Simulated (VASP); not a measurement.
# SnTe (Fm-3m) in VASP: relaxation of cell and atoms with r2SCAN

Aim: the relaxation of cell and atoms of SnTe with r2SCAN.

Everything below comes from runs of VASP 6.6.1. Logs are shortened: lines on timing, memory, paths and dates and some standing lists are left out, and cuts for length are marked.

### 1 The cell of the first run

Symmetry: Fm-3m, No. 225, cubic system. The conventional cell has a = 6.302 Å, b = 6.302 Å, c = 6.302 Å, α = 90.00°, β = 90.00°, γ = 90.00°. Sn (site symmetry m-3m) has 6 Te at 3.15 Å within 4.1 Å. Within 4.1 Å of Te (site symmetry m-3m) lie 6 Sn at 3.15 Å.

### 2 Relaxation of cell and atoms, r2SCAN

File POSCAR:

```
SnTe
1.0
    0.0000000000      3.1508500000      3.1508500000
    3.1508500000      0.0000000000      3.1508500000
    3.1508500000      3.1508500000      0.0000000000
Sn Te
1 1
Direct
    0.0000000000      0.0000000000      0.0000000000
    0.5000000000      0.5000000000      0.5000000000
```

File INCAR.step1:

```
ALGO     = Normal         # electronic algorithm
EDIFF    = 1E-4           # SCF threshold, eV
ENCUT    = 600            # plane-wave cutoff, eV
GGA      = PE             # functional
ISMEAR   = -1             # smearing method
LASPH    = T              # aspherical terms in the spheres
LCHARG   = F              # write CHGCAR
LREAL    = F              # projectors in reciprocal space
LWAVE    = T              # write WAVECAR
NELM     = 100            # most SCF steps
PREC     = Accurate       # precision mode
SIGMA    = 0.08           # smearing width, eV
```

File INCAR.step2:

```
ALGO     = Normal         # electronic algorithm
EDIFF    = 1E-6           # SCF threshold, eV
EDIFFG   = -0.002         # ionic threshold
ENCUT    = 600            # plane-wave cutoff, eV
IBRION   = 2              # ionic algorithm
ISIF     = 3              # what is computed and relaxed
ISMEAR   = -1             # smearing method
ISTART   = 1            
LASPH    = T              # aspherical terms in the spheres
LCHARG   = F              # write CHGCAR
LMIXTAU  = T            
LREAL    = F              # projectors in reciprocal space
LWAVE    = F              # write WAVECAR
METAGGA  = R2SCAN         # meta-GGA
NELM     = 100            # most SCF steps
NSW      = 100            # ionic steps
PREC     = Accurate       # precision mode
SIGMA    = 0.08           # smearing width, eV
```

File KPOINTS:

```
k-points
0
Gamma
  14 14 14
```

Potentials or basis: VASP PAW PBE potentials, release 64 (Sn_d, Te).

On the command line:

```
> cat potpaw_PBE.64/Sn_d/POTCAR potpaw_PBE.64/Te/POTCAR > POTCAR
> cp INCAR.step1 INCAR
> mpirun -np 1 vasp_std > vasp.out
> cp INCAR.step2 INCAR
> mpirun -np 1 vasp_std > vasp.out
```

OUTCAR:

```text
EDIFF = 1E-6
   EDIFFG = -0.002
   ENCUT = 600
   IBRION = 2
   ISIF = 3
   ISMEAR = -1
   ISTART = 1
   LASPH = T
   LREAL = F
   METAGGA = R2SCAN
   NELM = 100
   NSW = 100
   PREC = Accurate

 ion  position               nearest neighbor table
   1  0.000  0.000  0.000-   2 3.15   2 3.15   2 3.15   2 3.15   2 3.15   2 3.15
   2  0.500  0.500  0.500-   1 3.15   1 3.15   1 3.15   1 3.15   1 3.15   1 3.15

  LATTYP: Found a face centered cubic cell.
 ALAT       =     6.3017000000

  Lattice vectors:

 A1 = (   0.0000000000,   3.1508500000,   3.1508500000)
 A2 = (   3.1508500000,   0.0000000000,   3.1508500000)
 A3 = (   3.1508500000,   3.1508500000,   0.0000000000)

Analysis of symmetry for initial positions (statically):
=====================================================================
 Subroutine PRICEL returns:
 Original cell was already a primitive cell.

 Routine SETGRP: Setting up the symmetry group for a
 face centered cubic supercell.

 Subroutine GETGRP returns: Found 48 space group operations
 (whereof 48 operations were pure point group operations)
 out of a pool of 48 trial point group operations.

The static configuration has the point symmetry O_h .

Analysis of symmetry for dynamics (positions and initial velocities):
=====================================================================
 Subroutine PRICEL returns:
 Original cell was already a primitive cell.

 Routine SETGRP: Setting up the symmetry group for a
 face centered cubic supercell.

 Subroutine GETGRP returns: Found 48 space group operations
 (whereof 48 operations were pure point group operations)
 out of a pool of 48 trial point group operations.

The dynamic configuration has the point symmetry O_h .

 Subroutine INISYM returns: Found 48 space group operations
 (whereof 48 operations are pure point group operations),
 and found     1 'primitive' translations

----------------------------------------------------------------------------------------

                                     Primitive cell

  volume of cell :      62.5624

  direct lattice vectors                    reciprocal lattice vectors
     0.000000000  3.150850000  3.150850000    -0.158687338  0.158687338  0.158687338
     3.150850000  0.000000000  3.150850000     0.158687338 -0.158687338  0.158687338
     3.150850000  3.150850000  0.000000000     0.158687338  0.158687338 -0.158687338

  length of vectors
     4.455974803  4.455974803  4.455974803     0.274854533  0.274854533  0.274854533

  position of ions in fractional coordinates (direct lattice)
     0.000000000  0.000000000  0.000000000
     0.500000000  0.500000000  0.500000000

  ion indices of the primitive-cell ions
   primitive index   ion index
                 1           1
                 2           2

----------------------------------------------------------------------------------------

 KPOINTS: k-points

Automatic generation of k-mesh.
 Grid dimensions read from file:
 generate k-points for:   14   14   14

 Generating k-lattice:

  Cartesian coordinates                     Fractional coordinates (reciprocal lattice)
    -0.011334810  0.011334810  0.011334810     0.071428571  0.000000000  0.000000000
     0.011334810 -0.011334810  0.011334810     0.000000000  0.071428571  0.000000000
     0.011334810  0.011334810 -0.011334810     0.000000000  0.000000000  0.071428571

  Length of vectors
     0.019632467  0.019632467  0.019632467

  Shift w.r.t. Gamma in fractional coordinates (k-lattice)
     0.000000000  0.000000000  0.000000000

 Subroutine IBZKPT returns following result:
 ===========================================

 Found    104 irreducible k-points:

 Following reciprocal coordinates:
            Coordinates               Weight
  0.000000  0.000000  0.000000      1.000000
  0.071429  0.000000  0.000000      8.000000
  0.142857  0.000000  0.000000      8.000000
  0.214286  0.000000  0.000000      8.000000
  0.285714  0.000000  0.000000      8.000000
  0.357143  0.000000  0.000000      8.000000
[... 16 lines left out ...]
  0.214286  0.142857  0.000000     24.000000
  0.285714  0.142857  0.000000     24.000000
 [... further k-points ...]
   k-points           NKPTS =    104   k-points in BZ     NKDIM =    104   number of bands    NBANDS=     14
   number of dos      NEDOS =    301   number of ions     NIONS =      2
   total plane-waves  NPLWV =  46656
   dimension x,y,z NGX =    36 NGY =   36 NGZ =   36
   dimension x,y,z NGXF=    72 NGYF=   72 NGZF=   72
   ions per type =               1   1
   NGX,Y,Z   is equivalent  to a cutoff of  13.43, 13.43, 13.43 a.u.
   NGXF,Y,Z  is equivalent  to a cutoff of  26.86, 26.86, 26.86 a.u.
 SYSTEM =  unknown system
   PREC   = accura    normal or accurate (medium, high low for compatibility)
   ISTART =      1    job   : 0-new  1-cont  2-samecut
   ICHARG =      0    charge: 1-file 2-atom 10-const
   ISPIN  =      1    spin polarized calculation?
   LNONCOLLINEAR =      F non collinear calculations
   LSORBIT =      F    spin-orbit coupling
   LASPH  =      T    aspherical Exc in radial PAW
   ENCUT  =  600.0 eV  44.10 Ry    6.64 a.u.   8.90  8.90  8.90*2*pi/ulx,y,z
   NELM   =    100;   NELMIN=  2; NELMDL=  0     # of ELM steps
   EDIFF  = 0.1E-05   stopping-criterion for ELM
   LREAL  =      F    real-space projection
   EDIFFG = -.2E-02   stopping-criterion for IOM
   NSW    =    100    number of steps for IOM
   IBRION =      2    ionic relax: 0-MD 1-quasi-New 2-CG
   NFREE  =      1    steps in history (QN), initial steepest desc. (CG)
   ISIF   =      3    stress and relaxation
   ISYM   =      2    0-nonsym 1-usesym 2-fastsym
   POTIM  = 0.5000    time-step for ionic-motion
   TEBEG  =    0.0;   TEEND  =   0.0 temperature during run
   PSTRESS=    0.0 pullay stress
   NELECT =      20.0000    total number of electrons
   NUPDOWN=      -1.0000    fix difference up-down
   EMIN   =  10.00;   EMAX   =-10.00  energy-range for DOS
   EFERMI =   0.00;   METHOD = LEGACY
   ISMEAR =    -1;   SIGMA  =   0.08  broadening in eV -4-tet -1-fermi 0-gaus
   EFERMI_NEDOS =   21; number of points for ismear=-14 and -15
   IALGO  =     38    algorithm
   IMIX   =      4    mixing-type and parameters
     AMIX     =   0.40;   BMIX     =  1.00
     AMIX_MAG =   1.60;   BMIX_MAG =  1.00
  volume/ion in A,a.u.               =      31.28       211.10
  Fermi-wavevector in a.u.,A,eV,Ry     =   1.119387  2.115336 17.048485  1.253028
  Thomas-Fermi vector in A             =   2.256026
   LORBIT       =      0    0 simple, 1 ext, 2 COOP (PROOUT), +10 PAW based schemes
   METAGGA = R2SCAN    functional components
   LHFCALC =     F    Hartree Fock is set to
   AEXX    =    0.0000 exact exchange contribution
   IVDW    =     0    specifies the selected vdW correction
   LEPSILON=     F    determine dielectric tensor
   LRPA    =     F    only Hartree local field effects (RPA)
 conjugate gradient relaxation of ions
 non-spin polarized calculation
  energy-cutoff  :      600.00
  volume of cell :       62.56
 maximum number of plane-waves:      2112
   NGX = 17   NGY = 17   NGZ = 17

--------------------------------------- Ionic step        1  -------------------------------------------

 number of electron      19.9999998 magnetization

 Free energy of the ion-electron system (eV)
  ---------------------------------------------------
  ext. energy  EPLUGINS =         0.00000000
  ---------------------------------------------------
  free energy    TOTEN  =       -50.68214351 eV

  energy without entropy =      -50.68068755  energy(sigma->0) =      -50.68141553

 E-fermi :   7.0329     XC(G=0): -10.0673

 val. band max:        6.8036813849   @ k =   0.4286   0.0000   0.0000
 cond. band min:       7.1085505943   @ k =   0.5000   0.0000   0.0000
 fundamental gap:      0.3048692095
 Fermi energy:         7.0329321719

 k-point     1 :       0.0000    0.0000    0.0000
  band No.  band energies     occupation
      1     -15.7371      2.00000
      2     -15.7371      2.00000
      3     -15.7262      2.00000
      4     -15.7262      2.00000
      5     -15.7262      2.00000
      6      -6.4827      2.00000
      7       2.2862      2.00000
      8       4.5284      2.00000
      9       4.5284      2.00000
     10       4.5284      2.00000
     11      10.4588      0.00000
     12      10.4588      0.00000
     13      10.4588      0.00000
     14      11.9835      0.00000

 k-point     2 :       0.0714    0.0000    0.0000
  band No.  band energies     occupation
      1     -15.7373      2.00000
      2     -15.7373      2.00000
      3     -15.7261      2.00000
      4     -15.7259      2.00000
      5     -15.7259      2.00000
      6      -6.4369      2.00000
      7       1.9552      2.00000
      8       4.5372      2.00000
      9       4.5372      2.00000
     10       4.7898      2.00000
[... 436 lines left out ...]
 POSITION                                       TOTAL-FORCE (eV/Angst)
 -----------------------------------------------------------------------------------
      3.19645      6.39289      3.19645        -0.000000     -0.000000     -0.000000
      3.19645      3.19645      3.19645         0.000000      0.000000      0.000000
 -----------------------------------------------------------------------------------
    total drift:                                0.000000      0.000000      0.000000

  FREE ENERGIE OF THE ION-ELECTRON SYSTEM (eV)
  ---------------------------------------------------
  free  energy   TOTEN  =       -50.6904914470 eV

  energy  without entropy=      -50.6894916177  energy(sigma->0) =      -50.68999153

--------------------------------------- Ionic step        3  -------------------------------------------

 number of electron      20.0000002 magnetization

 Free energy of the ion-electron system (eV)
  ---------------------------------------------------
  ext. energy  EPLUGINS =         0.00000000
  ---------------------------------------------------
  free energy    TOTEN  =       -50.69156363 eV

  energy without entropy =      -50.69045330  energy(sigma->0) =      -50.69100847

 E-fermi :   6.6239     XC(G=0):  -9.9139

 val. band max:        6.6238084624   @ k =   0.5000   0.0000   0.0000
 cond. band min:       6.7542199367   @ k =   0.5000   0.0000   0.0000
 fundamental gap:      0.1304114744
 Fermi energy:         6.6239239186

 k-point     1 :       0.0000    0.0000    0.0000
  band No.  band energies     occupation
      1     -16.1275      2.00000
      2     -16.1275      2.00000
      3     -16.1188      2.00000
      4     -16.1188      2.00000
      5     -16.1188      2.00000
      6      -6.6375      2.00000
      7       1.7484      2.00000
      8       4.2215      2.00000
      9       4.2215      2.00000
     10       4.2215      2.00000
     11       9.9865      0.00000
     12       9.9866      0.00000
     13       9.9866      0.00000
     14      11.6459      0.00000

 k-point     2 :       0.0714    0.0000    0.0000
  band No.  band energies     occupation
      1     -16.1277      2.00000
      2     -16.1277      2.00000
      3     -16.1187      2.00000
      4     -16.1185      2.00000
      5     -16.1185      2.00000
      6      -6.5939      2.00000
      7       1.4631      2.00000
      8       4.2302      2.00000
      9       4.2302      2.00000
     10       4.4421      2.00000
[... 400 lines left out ...]
 POSITION                                       TOTAL-FORCE (eV/Angst)
 -----------------------------------------------------------------------------------
      0.00000      0.00000      0.00000        -0.000000      0.000000     -0.000000
      3.18459      3.18459      3.18459         0.000000     -0.000000      0.000000
 -----------------------------------------------------------------------------------
    total drift:                               -0.000000      0.000000      0.000000

  FREE ENERGIE OF THE ION-ELECTRON SYSTEM (eV)
  ---------------------------------------------------
  free  energy   TOTEN  =       -50.6915636312 eV

  energy  without entropy=      -50.6904533039  energy(sigma->0) =      -50.69100847

 reached required accuracy - stopping structural energy minimisation
```

Run time: 12 min. Hardware: 1 thread of AMD EPYC 9R45 (Zen 5), shared host; peak memory 0.29 GiB.

What came out:

```
Free energy                           : -50.6916 eV
Relaxed volume                        : 32.30 Å³/atom
Relaxed cell                          : a = 4.504 Å, b = 4.504 Å, c = 4.504 Å, α = 60.00°, β = 60.00°, γ = 60.00°
Space group after relaxing (to 0.1 Å) : Fm-3m (No. 225)
Energy gained by relaxing             : 4.7 meV/atom
Ionic steps                           : 3
Pressure after relaxing               : 0.0 GPa
Band gap on the k mesh                : 0.13 eV
```

Step by step:
```tsv
step	energy change (eV)	largest force (eV/Å)	pressure (GPa)	volume (Å³)
1	0.0000	0.0000	1.54	62.56
2	-0.0083	0.0000	-0.48	65.32
3	-0.0094	0.0000	0.01	64.59
```

Final structure:
```yaml
crystal:
  lattice:
    - [0.00000, 3.18459, 3.18459]
    - [3.18459, 0.00000, 3.18459]
    - [3.18459, 3.18459, 0.00000]
  atoms:
    - { symbol: Sn, position: [0.00000, 0.00000, 0.00000] }
    - { symbol: Te, position: [0.50000, 0.50000, 0.50000] }
```

Caveat: semilocal functionals underestimate gaps, and a narrow one can read as zero; the PAW data sets were made with another functional, which shifts forces and pressure a little; spin-orbit coupling is left out, which moves the levels of the heavy elements.
